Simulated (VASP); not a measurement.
# ScIn3As2 (P6mm) in VASP: single point with PBE

Aim: the single point of ScIn3As2 with PBE.

All numbers are computed with VASP 6.6.1; they aren't measurements. Logs are shortened: lines on timing, memory, paths and dates and some standing lists are left out, and cuts for length are marked.

## 1. The cell of the first run

It takes space group P6mm (No. 183, hexagonal). The conventional cell has a = 5.703 Å, b = 5.703 Å, c = 5.328 Å, α = 90.00°, β = 90.00°, γ = 120.00°. Sc (site symmetry 6mm) has 6 As at 3.37 Å and 12 In at 3.43 to 4.45 Å within 4.5 Å. Within 3.8 Å of In (site symmetry 2mm) lie 4 In at 2.85 Å and 4 As at 3.10 to 3.17 Å and 2 Sc at 3.43 Å. Within 4.1 Å of As (site symmetry 3m) lie 6 In at 3.10 to 3.17 Å and 3 As at 3.29 Å and 3 Sc at 3.37 Å.

## 2. Single point, PBE

INCAR reads:

```
SYSTEM = ScIn3As2
ALGO = Normal ; EDIFF = 1E-6
ENCUT = 500 ; GGA = PE
GGA_COMPAT = .FALSE. ; ISIF = 2
ISMEAR = 0 ; LASPH = .TRUE.
LCHARG = .FALSE. ; LREAL = .FALSE.
LWAVE = .FALSE. ; NBANDS = 39
NELM = 120 ; PREC = Accurate
SIGMA = 0.1
```

KPOINTS reads:

```
k-points
0
G
  12 12 8
  0 0 0
```

POSCAR reads:

```
ScIn3As2
1.0
    5.7033741372      0.0000000000      0.0000000000
   -2.8516870686      4.9392668901      0.0000000000
    0.0000000000      0.0000000000      5.3283279311
Sc In As
1 3 2
Direct
    0.0000000000      0.0000000000      0.8328336313
    0.5000000000      0.5000000000      0.4751423451
    0.5000000000      0.0000000000      0.4751423451
    0.0000000000      0.5000000000      0.4751423451
    0.6666666667      0.3333333333      0.9676881416
    0.3333333333      0.6666666667      0.9676881416
```

Potentials or basis: VASP PAW PBE potentials, release 64 (Sc_sv, In_d, As).

Launch:

```
$ cat potpaw_PBE.64/Sc_sv/POTCAR potpaw_PBE.64/In_d/POTCAR potpaw_PBE.64/As/POTCAR > POTCAR
$ mpirun -np 1 vasp_std > vasp.out
```

OUTCAR:

```text
SYSTEM = ScIn3As2
   EDIFF = 1E-6
   ENCUT = 500
   GGA = PE
   ISIF = 2
   ISMEAR = 0
   LASPH = .TRUE.
   LREAL = .FALSE.
   NELM = 120
   PREC = Accurate

 ion  position               nearest neighbor table
   1  0.000  0.000  0.833-   2 3.43   4 3.43   4 3.43   2 3.43   3 3.43   3 3.43
   2  0.500  0.500  0.475-   3 2.85   3 2.85   4 2.85   4 2.85   5 3.10   6 3.10   5 3.17   6 3.17
                             1 3.43   1 3.43
   3  0.500  0.000  0.475-   2 2.85   4 2.85   2 2.85   4 2.85   5 3.10   6 3.10   5 3.17   6 3.17
                             1 3.43   1 3.43
   4  0.000  0.500  0.475-   3 2.85   3 2.85   2 2.85   2 2.85   5 3.10   6 3.10   5 3.17   6 3.17
                             1 3.43   1 3.43
   5  0.667  0.333  0.968-   3 3.10   4 3.10   2 3.10   3 3.17   4 3.17   2 3.17
   6  0.333  0.667  0.968-   3 3.10   4 3.10   2 3.10   3 3.17   4 3.17   2 3.17

  LATTYP: Found a hexagonal cell.
 ALAT       =     5.7033741372
 C/A-ratio  =     0.9342413461

  Lattice vectors:

 A1 = (   5.7033741372,   0.0000000000,   0.0000000000)
 A2 = (  -2.8516870686,   4.9392668901,   0.0000000000)
 A3 = (   0.0000000000,   0.0000000000,   5.3283279311)

Analysis of symmetry for initial positions (statically):
=====================================================================
 Subroutine PRICEL returns:
 Original cell was already a primitive cell.

 Routine SETGRP: Setting up the symmetry group for a
 hexagonal supercell.

 Subroutine GETGRP returns: Found 12 space group operations
 (whereof 12 operations were pure point group operations)
 out of a pool of 24 trial point group operations.

The static configuration has the point symmetry C_6v.

Analysis of symmetry for dynamics (positions and initial velocities):
=====================================================================
 Subroutine PRICEL returns:
 Original cell was already a primitive cell.

 Routine SETGRP: Setting up the symmetry group for a
 hexagonal supercell.

 Subroutine GETGRP returns: Found 12 space group operations
 (whereof 12 operations were pure point group operations)
 out of a pool of 24 trial point group operations.

The dynamic configuration has the point symmetry C_6v.

 Subroutine INISYM returns: Found 12 space group operations
 (whereof 12 operations are pure point group operations),
 and found     1 'primitive' translations

----------------------------------------------------------------------------------------

                                     Primitive cell

  volume of cell :     150.1016

  direct lattice vectors                    reciprocal lattice vectors
     5.703374137  0.000000000  0.000000000     0.175334806  0.101229598  0.000000000
    -2.851687069  4.939266890  0.000000000     0.000000000  0.202459195  0.000000000
     0.000000000  0.000000000  5.328327931     0.000000000  0.000000000  0.187676136

  length of vectors
     5.703374137  5.703374137  5.328327931     0.202459195  0.202459195  0.187676136

  position of ions in fractional coordinates (direct lattice)
     0.000000000  0.000000000  0.832833631
     0.500000000  0.500000000  0.475142345
     0.500000000  0.000000000  0.475142345
     0.000000000  0.500000000  0.475142345
     0.666666667  0.333333333  0.967688142
     0.333333333  0.666666667  0.967688142

  ion indices of the primitive-cell ions
   primitive index   ion index
                 1           1
                 2           2
                 3           3
                 4           4
                 5           5
                 6           6

----------------------------------------------------------------------------------------

 KPOINTS: k-points

Automatic generation of k-mesh.
 Grid dimensions read from file:
 generate k-points for:   12   12    8

 Generating k-lattice:

  Cartesian coordinates                     Fractional coordinates (reciprocal lattice)
     0.014611234  0.008435800  0.000000000     0.083333333 -0.000000000  0.000000000
     0.000000000  0.016871600  0.000000000     0.000000000  0.083333333  0.000000000
     0.000000000  0.000000000  0.023459517     0.000000000  0.000000000  0.125000000

  Length of vectors
     0.016871600  0.016871600  0.023459517

  Shift w.r.t. Gamma in fractional coordinates (k-lattice)
     0.000000000  0.000000000  0.000000000

 Subroutine IBZKPT returns following result:
 ===========================================

 Found     95 irreducible k-points:

 Following reciprocal coordinates:
            Coordinates               Weight
  0.000000  0.000000  0.000000      1.000000
  0.083333 -0.000000  0.000000      6.000000
  0.166667  0.000000  0.000000      6.000000
  0.250000 -0.000000  0.000000      6.000000
  0.333333 -0.000000  0.000000      6.000000
  0.416667  0.000000  0.000000      6.000000
[... 16 lines left out ...]
  0.250000 -0.000000  0.125000     12.000000
  0.333333 -0.000000  0.125000     12.000000
 [... further k-points ...]
   k-points           NKPTS =     95   k-points in BZ     NKDIM =     95   number of bands    NBANDS=     39
   number of dos      NEDOS =    301   number of ions     NIONS =      6
   total plane-waves  NPLWV =  70560
   dimension x,y,z NGX =    42 NGY =   42 NGZ =   40
   dimension x,y,z NGXF=    84 NGYF=   84 NGZF=   80
   ions per type =               1   3   2
   NGX,Y,Z   is equivalent  to a cutoff of  12.24, 12.24, 12.48 a.u.
   NGXF,Y,Z  is equivalent  to a cutoff of  24.48, 24.48, 24.96 a.u.
 SYSTEM =  ScIn3As2
   PREC   = accura    normal or accurate (medium, high low for compatibility)
   ISTART =      0    job   : 0-new  1-cont  2-samecut
   ICHARG =      2    charge: 1-file 2-atom 10-const
   ISPIN  =      1    spin polarized calculation?
   LNONCOLLINEAR =      F non collinear calculations
   LSORBIT =      F    spin-orbit coupling
   LASPH  =      T    aspherical Exc in radial PAW
   ENCUT  =  500.0 eV  36.75 Ry    6.06 a.u.  10.40 10.40  9.71*2*pi/ulx,y,z
   NELM   =    120;   NELMIN=  2; NELMDL= -5     # of ELM steps
   EDIFF  = 0.1E-05   stopping-criterion for ELM
   LREAL  =      F    real-space projection
   EDIFFG = 0.1E-04   stopping-criterion for IOM
   NSW    =      0    number of steps for IOM
   IBRION =     -1    ionic relax: 0-MD 1-quasi-New 2-CG
   NFREE  =      0    steps in history (QN), initial steepest desc. (CG)
   ISIF   =      2    stress and relaxation
   ISYM   =      2    0-nonsym 1-usesym 2-fastsym
   POTIM  = 0.5000    time-step for ionic-motion
   TEBEG  =    0.0;   TEEND  =   0.0 temperature during run
   PSTRESS=    0.0 pullay stress
   NELECT =      60.0000    total number of electrons
   NUPDOWN=      -1.0000    fix difference up-down
   EMIN   =  10.00;   EMAX   =-10.00  energy-range for DOS
   EFERMI =   0.00;   METHOD = LEGACY
   ISMEAR =     0;   SIGMA  =   0.10  broadening in eV -4-tet -1-fermi 0-gaus
   EFERMI_NEDOS =   21; number of points for ismear=-14 and -15
   IALGO  =     38    algorithm
   IMIX   =      4    mixing-type and parameters
     AMIX     =   0.40;   BMIX     =  1.00
     AMIX_MAG =   1.60;   BMIX_MAG =  1.00
  volume/ion in A,a.u.               =      25.02       168.82
  Fermi-wavevector in a.u.,A,eV,Ry     =   1.205952  2.278919 19.787239  1.454321
  Thomas-Fermi vector in A             =   2.341634
   LORBIT       =      0    0 simple, 1 ext, 2 COOP (PROOUT), +10 PAW based schemes
   GGA     = PE    functional components
   LHFCALC =     F    Hartree Fock is set to
   AEXX    =    0.0000 exact exchange contribution
   IVDW    =     0    specifies the selected vdW correction
   LEPSILON=     F    determine dielectric tensor
   LRPA    =     F    only Hartree local field effects (RPA)
 non-spin polarized calculation
 Gauss-broadening in eV      SIGMA  =   0.10
  energy-cutoff  :      500.00
  volume of cell :      150.10
 maximum number of plane-waves:      3836
 NGX is ok and might be reduce to    42
   NGX = 21   NGY = 21   NGZ = 19

 number of electron      60.0000040 magnetization

 Free energy of the ion-electron system (eV)
  ---------------------------------------------------
  ext. energy  EPLUGINS =         0.00000000
  ---------------------------------------------------
  free energy    TOTEN  =       -22.51053259 eV

  energy without entropy =      -22.49228015  energy(sigma->0) =      -22.50140637

 E-fermi :   5.9827     XC(G=0):  -9.9261

 val. band max:        5.9809348229   @ k =   0.3333   0.0833   0.3750
 cond. band min:       5.9894207338   @ k =   0.0000   0.0000   0.1250
 fundamental gap:      0.0084859109
 Fermi energy:         5.9827179618

 k-point     1 :       0.0000    0.0000    0.0000
  band No.  band energies     occupation
      1     -44.6806      2.00000
      2     -23.4075      2.00000
      3     -23.2040      2.00000
      4     -23.2040      2.00000
      5      -9.5105      2.00000
      6      -9.2529      2.00000
[... 31 lines left out ...]
     38       8.6829      0.00000
     39       8.6829      0.00000

 k-point     2 :       0.0833   -0.0000    0.0000
  band No.  band energies     occupation
      1     -44.6806      2.00000
      2     -23.4075      2.00000
      3     -23.2041      2.00000
      4     -23.2040      2.00000
      5      -9.4953      2.00000
      6      -9.2491      2.00000
[... 31 lines left out ...]
     38       8.6032      0.00000
     39       8.6243      0.00000

 k-point     3 :       0.1667    0.0000    0.0000
  band No.  band energies     occupation
      1     -44.6806      2.00000
      2     -23.4075      2.00000
      3     -23.2042      2.00000
      4     -23.2041      2.00000
      5      -9.4527      2.00000
      6      -9.2364      2.00000
[... 31 lines left out ...]
     38       8.5258      0.00000
     39       8.5884      0.00000

 k-point     4 :       0.2500   -0.0000    0.0000
  band No.  band energies     occupation
      1     -44.6806      2.00000
      2     -23.4075      2.00000
      3     -23.2043      2.00000
      4     -23.2041      2.00000
      5      -9.3937      2.00000
      6      -9.2093      2.00000
[... 31 lines left out ...]
     38       8.6456      0.00000
     39       9.0499      0.00000
[... 754 lines left out ...]
     38       8.5427      0.00000
     39       8.6021      0.00000

 k-point    23 :       0.2500   -0.0000    0.1250
  band No.  band energies     occupation
      1     -44.6806      2.00000
      2     -23.4076      2.00000
      3     -23.2043      2.00000
      4     -23.2041      2.00000
      5      -9.3937      2.00000
      6      -9.2093      2.00000
[... 31 lines left out ...]
     38       8.7120      0.00000
     39       9.0646      0.00000

 k-point    24 :       0.3333   -0.0000    0.1250
  band No.  band energies     occupation
      1     -44.6806      2.00000
      2     -23.4076      2.00000
      3     -23.2045      2.00000
      4     -23.2041      2.00000
      5      -9.3407      2.00000
      6      -9.1543      2.00000
[... 31 lines left out ...]
     38       8.9317      0.00000
     39       9.5623      0.00000

 [... further k-points ...]
[... 5 lines left out ...]
  --------------------------------------------------------------------------------------
  -------------------------------------------------------------------------------------
  Total        0.0114311      0.0114311      0.0178884      0.0000000      0.0000000      0.0000000
  in kB        0.1220150      0.1220150      0.1909394      0.0000000      0.0000000      0.0000000
  external PRESSURE =       0.1449898 kB  Pullay stress =       0.0000000 kB

 VOLUME and BASIS-vectors are now :
 -----------------------------------------------------------------------------
  energy-cutoff  :      500.00
  volume of cell :      150.10
      direct lattice vectors                 reciprocal lattice vectors
     5.703374137  0.000000000  0.000000000     0.175334806  0.101229598  0.000000000
    -2.851687069  4.939266890  0.000000000     0.000000000  0.202459195  0.000000000
     0.000000000  0.000000000  5.328327931     0.000000000  0.000000000  0.187676136

 POSITION                                       TOTAL-FORCE (eV/Angst)
 -----------------------------------------------------------------------------------
      0.00000      0.00000      4.43761         0.000000     -0.000000     -0.000855
      1.42584      2.46963      2.53171         0.000000      0.000000     -0.003375
      2.85169      0.00000      2.53171         0.000000      0.000000     -0.003375
     -1.42584      2.46963      2.53171        -0.000000     -0.000000     -0.003375
      2.85169      1.64642      5.15616        -0.000000     -0.000000      0.005490
     -0.00000      3.29284      5.15616         0.000000      0.000000      0.005490
 -----------------------------------------------------------------------------------
    total drift:                                0.000000      0.000000     -0.001219

  FREE ENERGIE OF THE ION-ELECTRON SYSTEM (eV)
  ---------------------------------------------------
  free  energy   TOTEN  =       -22.5105325893 eV

  energy  without entropy=      -22.4922801487  energy(sigma->0) =      -22.50140637
```

It took 15 min on 1 thread of Intel Xeon 8259CL, shared host; peak memory 0.58 GiB.

What came out:

| Property | Result |
| --- | --- |
| Free energy | -22.5105 eV |
| Pressure | 0.0 GPa |
| Largest force | 0.005 eV/Å |
| Band gap on the k mesh | zero (bands 30 and 31 overlap by 1.64 eV) |

Forces in eV/Å, atoms in the order of the input:
```
Sc   0.000  0.000 -0.001
In   0.000  0.000 -0.003
In   0.000  0.000 -0.003
In   0.000  0.000 -0.003
As   0.000  0.000  0.005
As   0.000  0.000  0.005
```

Levels at points of the mesh, in eV from the Fermi level:
```tsv
k point	band 28	band 29	band 30	band 31	band 32	band 33
(0.00, 0.00, 0.00)	-2.11	-0.68	0.12	0.12	0.50	0.50
(0.50, 0.00, 0.00)	-0.94	-0.74	-0.48	-0.25	1.03	1.16
(0.00, 0.00, 0.50)	-1.50	-1.50	-0.66	-0.66	0.11	0.50
(0.50, 0.00, 0.50)	-0.32	-0.18	0.68	1.02	1.14	1.22
```

Caveat: spin-orbit coupling is left out, which moves the levels of the heavy elements.
